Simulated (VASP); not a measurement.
# Rh (R-3m) in VASP: a series of runs

Rh is run at these levels: PBE; tasks: single point.

Program: VASP 6.6.1. These are calculated values, not measurements. Logs are shortened: lines on timing, memory, paths and dates and some standing lists are left out, and cuts for length are marked.

## 1. The cell of the first run

Symmetry: R-3m, No. 166, trigonal system. The conventional cell has a = 6.200 Å, b = 6.200 Å, c = 15.861 Å, α = 90.00°, β = 90.00°, γ = 120.00°. Rh (site symmetry m) has 6 Rh at 2.11 to 2.28 Å within 2.8 Å. Within 3.0 Å of Rh (site symmetry m) lie 7 Rh at 2.25 to 2.54 Å.

## 2. Single point, PBE

Contents of INCAR:

```
SYSTEM = Rh
PREC = Accurate
ENCUT = 500
EDIFF = 1E-6
ISMEAR = 0
SIGMA = 0.1
LREAL = .FALSE.
LASPH = .TRUE.
NELM = 120
ALGO = Normal
ISIF = 2
LWAVE = .FALSE.
LCHARG = .TRUE.
GGA = PE
LELF = .TRUE.
LVHAR = .TRUE.
NBANDS = 102
GGA_COMPAT = .FALSE.
```

Contents of KPOINTS:

```
Automatic mesh
0
G
  6 6 6
  0 0 0
```

Contents of POSCAR:

```
Rh
1.0
    3.1002238634      1.7899150821      5.2871284791
   -3.1002238634      1.7899150821      5.2871284791
    0.0000000000     -3.5798301641      5.2871284791
Rh
12
Direct
    0.0101900000      0.6536100000      0.0101900000
    0.0101900000      0.0101900000      0.6536100000
    0.6536100000      0.0101900000      0.0101900000
    0.9898100000      0.3463900000      0.9898100000
    0.3463900000      0.9898100000      0.9898100000
    0.9898100000      0.9898100000      0.3463900000
    0.2211800000      0.6306000000      0.2211800000
    0.2211800000      0.2211800000      0.6306000000
    0.6306000000      0.2211800000      0.2211800000
    0.7788200000      0.3694000000      0.7788200000
    0.3694000000      0.7788200000      0.7788200000
    0.7788200000      0.7788200000      0.3694000000
```

Potentials or basis: VASP PAW PBE potentials, release 64 (Rh_pv).

Command:

```bash
> cat potpaw_PBE.64/Rh_pv/POTCAR > POTCAR
> mpirun -np 1 vasp_std > vasp.out
```

OUTCAR:

```text
SYSTEM = Rh
   PREC = Accurate
   ENCUT = 500
   EDIFF = 1E-6
   ISMEAR = 0
   LREAL = .FALSE.
   LASPH = .TRUE.
   NELM = 120
   ISIF = 2
   GGA = PE

 ion  position               nearest neighbor table
   1  0.010  0.654  0.010-   4 2.11   2 2.21   3 2.21   7 2.27  12 2.28  11 2.28
   2  0.010  0.010  0.654-   6 2.11   3 2.21   1 2.21   8 2.27  10 2.28  11 2.28
   3  0.654  0.010  0.010-   5 2.11   2 2.21   1 2.21   9 2.27  12 2.28  10 2.28
   4  0.990  0.346  0.990-   1 2.11   6 2.21   5 2.21  10 2.27   8 2.28   9 2.28
   5  0.346  0.990  0.990-   3 2.11   6 2.21   4 2.21  11 2.27   8 2.28   7 2.28
   6  0.990  0.990  0.346-   2 2.11   4 2.21   5 2.21  12 2.27   9 2.28   7 2.28
   7  0.221  0.631  0.221-  11 2.25  12 2.25   1 2.27   5 2.28   6 2.28   8 2.54   9 2.54
   8  0.221  0.221  0.631-  10 2.25  11 2.25   2 2.27   4 2.28   5 2.28   7 2.54   9 2.54
   9  0.631  0.221  0.221-  10 2.25  12 2.25   3 2.27   4 2.28   6 2.28   8 2.54   7 2.54
  10  0.779  0.369  0.779-   9 2.25   8 2.25   4 2.27   3 2.28   2 2.28  12 2.54  11 2.54
  11  0.369  0.779  0.779-   7 2.25   8 2.25   5 2.27   1 2.28   2 2.28  12 2.54  10 2.54
  12  0.779  0.779  0.369-   7 2.25   9 2.25   6 2.27   3 2.28   1 2.28  10 2.54  11 2.54

  LATTYP: Found a trigonal (rhomboedric) cell.
 ALAT       =     6.3850537632
 COS(alpha) =     0.5284942553

  Lattice vectors:

 A1 = (   3.1002238634,   1.7899150821,   5.2871284791)
 A2 = (  -3.1002238634,   1.7899150821,   5.2871284791)
 A3 = (   0.0000000000,  -3.5798301641,   5.2871284791)

Analysis of symmetry for initial positions (statically):
=====================================================================
 Subroutine PRICEL returns:
 Original cell was already a primitive cell.

 Routine SETGRP: Setting up the symmetry group for a
 trigonal (rhombohedral) supercell.

 Subroutine GETGRP returns: Found 12 space group operations
 (whereof 12 operations were pure point group operations)
 out of a pool of 12 trial point group operations.

The static configuration has the point symmetry D_3d.

Analysis of symmetry for dynamics (positions and initial velocities):
=====================================================================
 Subroutine PRICEL returns:
 Original cell was already a primitive cell.

 Routine SETGRP: Setting up the symmetry group for a
 trigonal (rhombohedral) supercell.

 Subroutine GETGRP returns: Found 12 space group operations
 (whereof 12 operations were pure point group operations)
 out of a pool of 12 trial point group operations.

The dynamic configuration has the point symmetry D_3d.

 Subroutine INISYM returns: Found 12 space group operations
 (whereof 12 operations are pure point group operations),
 and found     1 'primitive' translations

----------------------------------------------------------------------------------------

                                     Primitive cell

  volume of cell :     176.0340

  direct lattice vectors                    reciprocal lattice vectors
     3.100223863  1.789915082  5.287128479     0.161278676  0.093114287  0.063046195
    -3.100223863  1.789915082  5.287128479    -0.161278676  0.093114287  0.063046195
     0.000000000 -3.579830164  5.287128479     0.000000000 -0.186228574  0.063046195

  length of vectors
     6.385053763  6.385053763  6.385053763     0.196611049  0.196611049  0.196611049

  position of ions in fractional coordinates (direct lattice)
     0.010190000  0.653610000  0.010190000
     0.010190000  0.010190000  0.653610000
     0.653610000  0.010190000  0.010190000
     0.989810000  0.346390000  0.989810000
     0.346390000  0.989810000  0.989810000
     0.989810000  0.989810000  0.346390000
     0.221180000  0.630600000  0.221180000
     0.221180000  0.221180000  0.630600000
     0.630600000  0.221180000  0.221180000
     0.778820000  0.369400000  0.778820000
     0.369400000  0.778820000  0.778820000
     0.778820000  0.778820000  0.369400000

  ion indices of the primitive-cell ions
   primitive index   ion index
                 1           1
                 2           2
                 3           3
                 4           4
                 5           5
                 6           6
                 7           7
                 8           8
                 9           9
                10          10
                11          11
                12          12

----------------------------------------------------------------------------------------

 KPOINTS: Automatic mesh

Automatic generation of k-mesh.
 Grid dimensions read from file:
 generate k-points for:    6    6    6

 Generating k-lattice:

  Cartesian coordinates                     Fractional coordinates (reciprocal lattice)
     0.026879779  0.015519048  0.010507699     0.166666667 -0.000000000  0.000000000
    -0.026879779  0.015519048  0.010507699    -0.000000000  0.166666667  0.000000000
     0.000000000 -0.031038096  0.010507699     0.000000000  0.000000000  0.166666667

  Length of vectors
     0.032768508  0.032768508  0.032768508

  Shift w.r.t. Gamma in fractional coordinates (k-lattice)
     0.000000000  0.000000000  0.000000000

 Subroutine IBZKPT returns following result:
 ===========================================

 Found     32 irreducible k-points:

 Following reciprocal coordinates:
            Coordinates               Weight
  0.000000  0.000000  0.000000      1.000000
  0.166667 -0.000000  0.000000      6.000000
  0.333333  0.000000  0.000000      6.000000
  0.500000  0.000000  0.000000      3.000000
  0.166667  0.166667  0.000000      6.000000
  0.333333  0.166667  0.000000     12.000000
[... 16 lines left out ...]
  0.500000  0.500000  0.166667      6.000000
 -0.333333  0.500000  0.166667     12.000000
 [... further k-points ...]
   k-points           NKPTS =     32   k-points in BZ     NKDIM =     32   number of bands    NBANDS=    102
   number of dos      NEDOS =    301   number of ions     NIONS =     12
   total plane-waves  NPLWV = 110592
   dimension x,y,z NGX =    48 NGY =   48 NGZ =   48
   dimension x,y,z NGXF=    96 NGYF=   96 NGZF=   96
   ions per type =              12
   NGX,Y,Z   is equivalent  to a cutoff of  12.50, 12.50, 12.50 a.u.
   NGXF,Y,Z  is equivalent  to a cutoff of  25.00, 25.00, 25.00 a.u.
 SYSTEM =  Rh
   PREC   = accura    normal or accurate (medium, high low for compatibility)
   ISTART =      0    job   : 0-new  1-cont  2-samecut
   ICHARG =      2    charge: 1-file 2-atom 10-const
   ISPIN  =      1    spin polarized calculation?
   LNONCOLLINEAR =      F non collinear calculations
   LSORBIT =      F    spin-orbit coupling
   LASPH  =      T    aspherical Exc in radial PAW
   ENCUT  =  500.0 eV  36.75 Ry    6.06 a.u.  11.64 11.64 11.64*2*pi/ulx,y,z
   NELM   =    120;   NELMIN=  2; NELMDL= -5     # of ELM steps
   EDIFF  = 0.1E-05   stopping-criterion for ELM
   LREAL  =      F    real-space projection
[... 7 lines left out ...]
   TEBEG  =    0.0;   TEEND  =   0.0 temperature during run
   PSTRESS=    0.0 pullay stress
   NELECT =     180.0000    total number of electrons
   NUPDOWN=      -1.0000    fix difference up-down
   EMIN   =  10.00;   EMAX   =-10.00  energy-range for DOS
   EFERMI =   0.00;   METHOD = LEGACY
   ISMEAR =     0;   SIGMA  =   0.10  broadening in eV -4-tet -1-fermi 0-gaus
   EFERMI_NEDOS =   21; number of points for ismear=-14 and -15
   IALGO  =     38    algorithm
   IMIX   =      4    mixing-type and parameters
     AMIX     =   0.40;   BMIX     =  1.00
     AMIX_MAG =   1.60;   BMIX_MAG =  1.00
  volume/ion in A,a.u.               =      14.67        98.99
  Fermi-wavevector in a.u.,A,eV,Ry     =   1.649302  3.116728 37.010519  2.720196
  Thomas-Fermi vector in A             =   2.738445
   LORBIT       =      0    0 simple, 1 ext, 2 COOP (PROOUT), +10 PAW based schemes
   GGA     = PE    functional components
   LHFCALC =     F    Hartree Fock is set to
   AEXX    =    0.0000 exact exchange contribution
   IVDW    =     0    specifies the selected vdW correction
   LEPSILON=     F    determine dielectric tensor
   LRPA    =     F    only Hartree local field effects (RPA)
 non-spin polarized calculation
 Gauss-broadening in eV      SIGMA  =   0.10
  energy-cutoff  :      500.00
  volume of cell :      176.03
 maximum number of plane-waves:      4484
 NGX is ok and might be reduce to    48

 number of electron     180.0000003 magnetization

 Free energy of the ion-electron system (eV)
  ---------------------------------------------------
  ext. energy  EPLUGINS =         0.00000000
  ---------------------------------------------------
  free energy    TOTEN  =       -57.94026847 eV

  energy without entropy =      -57.87247911  energy(sigma->0) =      -57.90637379

 E-fermi :  11.3993     XC(G=0): -13.0892

 val. band max:       11.3967146116   @ k =   0.1667  -0.0000   0.0000
 cond. band min:      11.4049418758   @ k =   0.3333   0.0000   0.0000
 fundamental gap:      0.0082272642
 Fermi energy:        11.3993441954

 k-point     1 :       0.0000    0.0000    0.0000
  band No.  band energies     occupation
      1     -38.2390      2.00000
      2     -37.7433      2.00000
      3     -37.7433      2.00000
      4     -37.5660      2.00000
      5     -37.2908      2.00000
      6     -37.2759      2.00000
[... 94 lines left out ...]
    101      13.4072      0.00000
    102      13.7425      0.00000

 k-point     2 :       0.1667   -0.0000    0.0000
  band No.  band energies     occupation
      1     -38.2155      2.00000
      2     -37.7891      2.00000
      3     -37.7435      2.00000
      4     -37.5325      2.00000
      5     -37.3143      2.00000
      6     -37.2650      2.00000
[... 2299 lines left out ...]
    101      12.9515      0.00000
    102      13.3661      0.00000

 k-point    24 :      -0.3333    0.5000    0.1667
  band No.  band energies     occupation
      1     -38.0838      2.00000
      2     -37.9578      2.00000
      3     -37.7168      2.00000
      4     -37.4191      2.00000
      5     -37.3776      2.00000
      6     -37.2418      2.00000
[... 94 lines left out ...]
    101      13.4250      0.00000
    102      13.7191      0.00000

 [... further k-points ...]
[... 5 lines left out ...]
  --------------------------------------------------------------------------------------
  -------------------------------------------------------------------------------------
  Total      117.5622441    117.5622441    127.3309441      0.0000000      0.0000000      0.0000000
  in kB     1069.9952586   1069.9952586   1158.9052891      0.0000000      0.0000000      0.0000000
  external PRESSURE =    1099.6319354 kB  Pullay stress =       0.0000000 kB

 VOLUME and BASIS-vectors are now :
 -----------------------------------------------------------------------------
  energy-cutoff  :      500.00
  volume of cell :      176.03
      direct lattice vectors                 reciprocal lattice vectors
     3.100223863  1.789915082  5.287128479     0.161278676  0.093114287  0.063046195
    -3.100223863  1.789915082  5.287128479    -0.161278676  0.093114287  0.063046195
     0.000000000 -3.579830164  5.287128479     0.000000000 -0.186228574  0.063046195

 POSITION                                       TOTAL-FORCE (eV/Angst)
 -----------------------------------------------------------------------------------
     -1.99475      1.15167      3.56347         5.259032     -3.036303     -3.493232
      0.00000     -2.30333      3.56347         0.000000      6.072607     -3.493232
      1.99475      1.15167      3.56347        -5.259032     -3.036303     -3.493232
      1.99475     -1.15167     12.29791        -5.259032      3.036303      3.493232
     -1.99475     -1.15167     12.29791         5.259032      3.036303      3.493232
      0.00000      2.30333     12.29791         0.000000     -6.072607      3.493232
     -1.26929      0.73283      5.67288         8.832615     -5.099513      2.314595
      0.00000     -1.46565      5.67288         0.000000     10.199026      2.314595
      1.26929      0.73283      5.67288        -8.832615     -5.099513      2.314595
      1.26929     -0.73283     10.18851        -8.832615      5.099513     -2.314595
     -1.26929     -0.73283     10.18851         8.832615      5.099513     -2.314595
      0.00000      1.46565     10.18851         0.000000    -10.199026     -2.314595
 -----------------------------------------------------------------------------------
    total drift:                               -0.000000     -0.000000      0.000000

  FREE ENERGIE OF THE ION-ELECTRON SYSTEM (eV)
  ---------------------------------------------------
  free  energy   TOTEN  =       -57.9402684693 eV

  energy  without entropy=      -57.8724791135  energy(sigma->0) =      -57.90637379
```

Run time: 19 min. Hardware: 1 thread of Intel Xeon 8259CL, shared host; peak memory 0.53 GiB.

Results:

| Item | Value |
| --- | --- |
| Free energy | -57.9403 eV |
| Pressure | 110.0 GPa |
| Largest force | 10.458 eV/Å |
| Band gap on the k mesh | zero (bands 90 and 91 overlap by 0.90 eV) |

Forces in eV/Å, atoms in the order of the input:
```
Rh    5.259  -3.036  -3.493
Rh    0.000   6.073  -3.493
Rh   -5.259  -3.036  -3.493
Rh   -5.259   3.036   3.493
Rh    5.259   3.036   3.493
Rh    0.000  -6.073   3.493
Rh    8.833  -5.100   2.315
Rh    0.000  10.199   2.315
Rh   -8.833  -5.100   2.315
Rh   -8.833   5.100  -2.315
Rh    8.833   5.100  -2.315
Rh    0.000 -10.199  -2.315
```

Caveat: the stress differs along the axes, from 107 to 116 GPa; forces of over 1 eV/Å act on the atoms, so gaps and moduli don't describe the material at rest.

## 3. Single point, PBE

This run uses another cell than the first one: it holds 2 atoms, not 12.

Contents of INCAR:

```
SYSTEM = Rh
PREC     = Accurate       ! precision mode
ENCUT    = 620            ! plane-wave cutoff, eV
EDIFF    = 1E-6           ! SCF threshold, eV
ISMEAR   = 0              ! smearing method
SIGMA    = 0.1            ! smearing width, eV
LREAL    = .FALSE.        ! projectors in reciprocal space
LASPH    = .TRUE.         ! aspherical terms in the spheres
NELM     = 120            ! most SCF steps
ALGO     = Normal         ! electronic algorithm
ISIF     = 2              ! what is computed and relaxed
LWAVE    = .FALSE.        ! write WAVECAR
LCHARG   = .TRUE.         ! write CHGCAR
GGA      = PE             ! functional
LELF     = .TRUE.         ! ELF
LVHAR    = .TRUE.       
NBANDS   = 24             ! bands
GGA_COMPAT= .FALSE.
```

Contents of KPOINTS:

```
regular mesh
0
G
  6 6 6
  0 0 0
```

Contents of POSCAR:

```
Rh
1.0
    1.5688167880      0.9057567948      3.7566318419
   -1.5688167880      0.9057567948      3.7566318419
    0.0000000000     -1.8115135897      3.7566318419
Rh
2
Direct
    0.0577000000      0.0577000000      0.0577000000
    0.9423000000      0.9423000000      0.9423000000
```

Potentials or basis: VASP PAW PBE potentials, release 64 (Rh_sv_GW).

Command:

```bash
> cat potpaw_PBE.64/Rh_sv_GW/POTCAR > POTCAR
> mpirun -np 1 vasp_std > vasp.out
```

Wall time 51 s (1 thread of Intel Xeon Platinum 8488C (Sapphire Rapids), shared host); peak memory 0.22 GiB.

Results (log left out):

```yaml
Free_energy: 39.4555 eV
Pressure: 539.5 GPa
Largest_force: 245.381 eV/Å
```

Forces in eV/Å, atoms in the order of the input:
```
Rh     0.000    0.000  245.381
Rh     0.000    0.000 -245.381
```

Stress tensor (GPa, compression positive):
```
   2.42    0.00    0.00
   0.00    2.42    0.00
   0.00    0.00 1613.77
```

Levels at points of the mesh, in eV from the Fermi level:
```csv
k point,band 13,band 14,band 15,band 16,band 17,band 18,band 19,band 20,band 21,band 22
"(0.00, 0.00, 0.00)",-9.91,-7.80,-2.97,-2.97,-1.41,1.71,1.71,5.36,10.07,12.99
"(0.50, 0.00, 0.00)",-8.52,-3.85,-2.94,-2.07,-1.63,0.57,3.21,3.82,5.99,8.61
"(0.50, 0.50, 0.00)",-8.48,-3.92,-2.91,-2.04,-1.75,2.84,3.43,4.15,4.91,6.93
"(0.50, 0.50, 0.50)",-9.97,-5.76,-2.78,-2.78,-1.82,3.09,3.09,3.53,9.71,11.03
```

Caveat: the k points lie up to 0.40 Å⁻¹ apart; atoms lie so close that the PAW spheres overlap strongly, which falsifies energies and pressures; forces of over 1 eV/Å act on the atoms, so gaps and moduli don't describe the material at rest.
